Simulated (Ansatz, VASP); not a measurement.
## One calculation of K2S, two programs

```
K S
1.0
     3.56829    3.56829    0.00000
    -3.56829    3.56829    0.00000
     0.00000    3.56829    3.56829
K S
2 1
Direct
  0.25000 0.75000 0.50000
  0.75000 0.25000 0.50000
  0.00000 0.00000 0.00000
```

Alike in both runs: task single point; functional PBEsol; k mesh 6 × 6 × 6; no spin polarisation.

|  | VASP | Ansatz |
| --- | --- | --- |
| version | VASP 6.6.1 | Ansatz 0.2.0 |
| potentials or method | VASP PAW PBE potentials, release 64 (K_sv, S), cutoff 500 eV | all-electron LAPW, scalar-relativistic |
| occupations | gaussian, width 0.01 eV | fixed |

```csv
,VASP,Ansatz,Ansatz less VASP
gap on the k mesh at the Fermi level (eV),2.54,2.55,+0.002
pressure (GPa),2.1,2.0,-0.08
```

VASP's potentials were made for PBE, not for PBEsol. Ansatz ran all-electron here, and VASP with PAW potentials.
